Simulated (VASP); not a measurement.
# MgS (Fm-3m) in VASP: elastic constants with LDA

Aim: the elastic constants of MgS with LDA.

Everything below comes from runs of VASP 6.6.1. Logs are shortened: lines on timing, memory, paths and dates and some standing lists are left out, and cuts for length are marked.

## 1. The cell of the first run

Symmetry: Fm-3m, No. 225, cubic system. Conventional cell: a = 5.128 Å, b = 5.128 Å, c = 5.128 Å, α = 90.00°, β = 90.00°, γ = 90.00°. Within 3.4 Å of Mg (site symmetry m-3m) lie 6 S at 2.56 Å. S (site symmetry m-3m) has 6 Mg at 2.56 Å within 3.4 Å.

## 2. Elastic constants, LDA

Contents of INCAR:

```
SYSTEM = MgS
  ALGO = Normal
  EDIFF = 1E-8
  ENCUT = 600
  GGA = CA
  IBRION = 6
  ISIF = 3
  ISMEAR = 0
  LASPH = .TRUE.
  LCHARG = .FALSE.
  LREAL = .FALSE.
  LWAVE = .FALSE.
  NBANDS = 11
  NELM = 80
  NFREE = 2
  NSW = 1
  POTIM = 0.015
  PREC = Accurate
  SIGMA = 0.01
```

Contents of KPOINTS:

```
k-points
0
G
  8 8 8
  0 0 0
```

Contents of POSCAR:

```
MgS
1.0
    2.5641824302      2.5641824302      0.0000000000
   -2.5641824302      2.5641824302      0.0000000000
    0.0000000000      2.5641824302      2.5641824302
Mg S
1 1
Direct
    0.0000000000      0.0000000000      0.0000000000
    0.5000000000      0.5000000000      0.0000000000
```

Potentials or basis: VASP PAW LDA potentials, release 64 (Mg, S).

Run with:

```console
cat potpaw_LDA.64/Mg/POTCAR potpaw_LDA.64/S/POTCAR > POTCAR
mpirun -np 1 vasp_std > vasp.out
```

OUTCAR:

```text
SYSTEM = MgS
   EDIFF = 1E-8
   ENCUT = 600
   GGA = CA
   IBRION = 6
   ISIF = 3
   ISMEAR = 0
   LASPH = .TRUE.
   LREAL = .FALSE.
   NELM = 80
   NFREE = 2
   NSW = 1
   POTIM = 0.015
   PREC = Accurate

 ion  position               nearest neighbor table
   1  0.000  0.000  0.000-   2 2.56   2 2.56   2 2.56   2 2.56   2 2.56   2 2.56
   2  0.500  0.500  0.000-   1 2.56   1 2.56   1 2.56   1 2.56   1 2.56   1 2.56

  LATTYP: Found a face centered cubic cell.
 ALAT       =     5.1283648604

  Lattice vectors:

 A1 = (   0.0000000000,   2.5641824302,   2.5641824302)
 A2 = (   2.5641824302,   0.0000000000,   2.5641824302)
 A3 = (   2.5641824302,   2.5641824302,   0.0000000000)

Analysis of symmetry for initial positions (statically):
=====================================================================
 Subroutine PRICEL returns:
 Original cell was already a primitive cell.

 Routine SETGRP: Setting up the symmetry group for a
 face centered cubic supercell.

 Subroutine GETGRP returns: Found 48 space group operations
 (whereof 48 operations were pure point group operations)
 out of a pool of 48 trial point group operations.

The static configuration has the point symmetry O_h .

Analysis of symmetry for dynamics (positions and initial velocities):
=====================================================================
 Subroutine PRICEL returns:
 Original cell was already a primitive cell.

 Routine SETGRP: Setting up the symmetry group for a
 face centered cubic supercell.

 Subroutine GETGRP returns: Found 48 space group operations
 (whereof 48 operations were pure point group operations)
 out of a pool of 48 trial point group operations.

The dynamic configuration has the point symmetry O_h .

 Subroutine INISYM returns: Found 48 space group operations
[... 351 lines left out ...]
      4       3.9814      2.00000
      5       7.8244      0.00000
      6      11.7873      0.00000
      7      11.7873      0.00000
      8      11.7877      0.00000
      9      14.2916      0.00000
     10      14.2923      0.00000
     11      16.4360      0.00000
[... 309 lines left out ...]
 k-point    24 :       0.5000    0.2500    0.1250
  band No.  band energies     occupation
      1      -7.2476      2.00000
      2      -0.6133      2.00000
      3       1.6750      2.00000
      4       2.7302      2.00000
      5       9.4748      0.00000
      6      10.0249      0.00000
      7      12.3817      0.00000
      8      13.4787      0.00000
      9      16.2761      0.00000
     10      17.3964      0.00000
     11      19.6023      0.00000

 [... further k-points ...]
[... 5 lines left out ...]
  --------------------------------------------------------------------------------------
  -------------------------------------------------------------------------------------
  Total       -0.1033585     -0.1101161     -0.1101161     -0.0000000      0.0000000      0.0000000
  in kB       -4.9111125     -5.2322032     -5.2322032     -0.0000000      0.0000000      0.0000000
  external PRESSURE =      -5.1251729 kB  Pullay stress =       0.0000000 kB
[... 17 lines left out ...]
  FREE ENERGIE OF THE ION-ELECTRON SYSTEM (eV)
  ---------------------------------------------------
  free  energy   TOTEN  =        -9.5921281496 eV

  energy  without entropy=       -9.5921281496  energy(sigma->0) =       -9.59212815

 INTERNAL STRAIN TENSORS FROM STRAINED CELLS
 ============================================

 INTERNAL STRAIN TENSOR FOR ION    1 for displacements in x,y,z  (eV/Angst):
          X           Y           Z          XY          YZ          ZX
  --------------------------------------------------------------------------------
  x     0.00000    -0.00000     0.00000     0.00000     0.00000     0.00000
  y    -0.00000     0.00000     0.00000     0.00000     0.00000     0.00000
  z     0.00000     0.00000     0.00000     0.00000     0.00000     0.00000

 INTERNAL STRAIN TENSORS FROM DISPLACED ATOMS
 ============================================

 INTERNAL STRAIN TENSOR FOR ION    1 for displacements in x,y,z  (eV/Angst):
          X           Y           Z          XY          YZ          ZX
  --------------------------------------------------------------------------------
  x     0.00000     0.00000     0.00000     0.00000     0.00000     0.00000
  y     0.00000     0.00000     0.00000     0.00000     0.00000     0.00000
  z     0.00000     0.00000     0.00000     0.00000     0.00000     0.00000

 INTERNAL STRAIN TENSOR FOR ION    2 for displacements in x,y,z  (eV/Angst):
          X           Y           Z          XY          YZ          ZX
  --------------------------------------------------------------------------------
  x     0.00000     0.00000     0.00000     0.00000     0.00000     0.00000
  y     0.00000     0.00000     0.00000     0.00000     0.00000     0.00000
  z     0.00000     0.00000     0.00000     0.00000     0.00000     0.00000

 Eigenvectors and eigenvalues of the dynamical matrix
 ----------------------------------------------------

   1 f  =    7.576384 THz    47.603822 2PiTHz  252.720953 cm-1    31.333391 meV
             X         Y         Z           dx          dy          dz
      0.000000  0.000000  0.000000    -0.000000   -0.754087   -0.000000
      0.000000  2.564182  0.000000     0.000000    0.656775    0.000000
[... 21 lines left out ...]
   6 f/i=    0.001465 THz     0.009207 2PiTHz    0.048877 cm-1     0.006060 meV
             X         Y         Z           dx          dy          dz
      0.000000  0.000000  0.000000     0.000000    0.000000   -0.656775
      0.000000  2.564182  0.000000     0.000000    0.000000   -0.754087

--------------------------------------------------------------------------------------------------------

 ELASTIC MODULI CONTR FROM IONIC RELAXATION (kBar)
 Direction    XX          YY          ZZ          XY          YZ          ZX
 --------------------------------------------------------------------------------
 XX           0.0000      0.0000      0.0000      0.0000      0.0000      0.0000
 YY           0.0000      0.0000      0.0000      0.0000      0.0000      0.0000
 ZZ           0.0000      0.0000      0.0000      0.0000      0.0000      0.0000
 XY           0.0000      0.0000      0.0000      0.0000      0.0000      0.0000
 YZ           0.0000      0.0000      0.0000      0.0000      0.0000      0.0000
 ZX           0.0000      0.0000      0.0000      0.0000      0.0000      0.0000
 --------------------------------------------------------------------------------

 TOTAL ELASTIC MODULI (kBar)
 Direction    XX          YY          ZZ          XY          YZ          ZX
 --------------------------------------------------------------------------------
 XX        1650.0379    430.7693    430.7693      0.0000      0.0000     -0.0000
 YY         430.7693   1650.0379    430.7693      0.0000      0.0000     -0.0000
 ZZ         430.7693    430.7693   1650.0379     -0.0000      0.0000     -0.0000
 XY           0.0000      0.0000     -0.0000    570.4646     -0.0000      0.0000
 YZ           0.0000      0.0000      0.0000     -0.0000    570.4646      0.0000
 ZX          -0.0000     -0.0000     -0.0000      0.0000      0.0000    570.4646
 --------------------------------------------------------------------------------
```

Wall time 4.4 min (1 thread of Intel Xeon Platinum 8488C (Sapphire Rapids), shared host); peak memory 0.26 GiB.

What came out:

```yaml
Elastic_constants_C11_C12_C44: 165, 43, 57 GPa
Voigt_bulk_modulus: 84 GPa
Highest_phonon_frequency_at_Γ_LO-TO_splitting_left_out: 253 cm⁻¹
```

Phonon frequencies in cm⁻¹ (negative: imaginary):
| q point | frequencies |
| --- | --- |
| (0.000, 0.000, 0.000) | 0 0 0 253 253 253 |

Elastic tensor in Voigt notation (GPa, in the Cartesian axes of the cell as first typed):
```
165  43  43   0   0   0
 43 165  43   0   0   0
 43  43 165   0   0   0
  0   0   0  57   0   0
  0   0   0   0  57   0
  0   0   0   0   0  57
```

Clamped-ion elastic tensor (GPa):
```
165  43  43   0   0   0
 43 165  43   0   0   0
 43  43 165   0   0   0
  0   0   0  57   0   0
  0   0   0   0  57   0
  0   0   0   0   0  57
```
